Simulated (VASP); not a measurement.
Here is a VASP 6.6.1 calculation.

File INCAR:

```
SYSTEM = Sb
PREC = Accurate ; ENCUT = 500
EDIFF = 1E-6 ; ISMEAR = 0
SIGMA = 0.1 ; LREAL = .False.
LASPH = .True. ; NELM = 120
ALGO = Normal ; ISIF = 2
LWAVE = .False. ; LCHARG = .True.
GGA = PE ; LELF = .True.
LVHAR = .True. ; NBANDS = 12
GGA_COMPAT = .False.
```

Contents of KPOINTS:

```
regular mesh
0
Gamma
  6 4 4
  0 0 0
```

POSCAR

```
Sb
1.0
    3.1224020000      0.0000000000      0.0000000000
    0.0000000000      4.3475180000      0.0000000000
   -0.0389150000      0.0000000000      4.4058520000
Sb
2
Direct
    1.4296110000      0.9020000000      1.6568340000
    0.4523890000      0.4020000000      1.1391660000
```

Potentials or basis: VASP PAW PBE potentials, release 64 (Sb).

Run with:

```console
$ cat potpaw_PBE.64/Sb/POTCAR > POTCAR
$ mpirun -np 1 vasp_std > vasp.out
```

**Question.** What does it give for the pressure?

**Answer.** 0.8 GPa.

**Question.** What does it give for the largest force?

**Answer.** 0.071 eV/Å.

Stress tensor (GPa, compression positive):
```
-3.29  0.00  0.04
 0.00  2.98  0.00
 0.04  0.00  2.61
```

Caveat: the k points lie up to 0.36 Å⁻¹ apart.
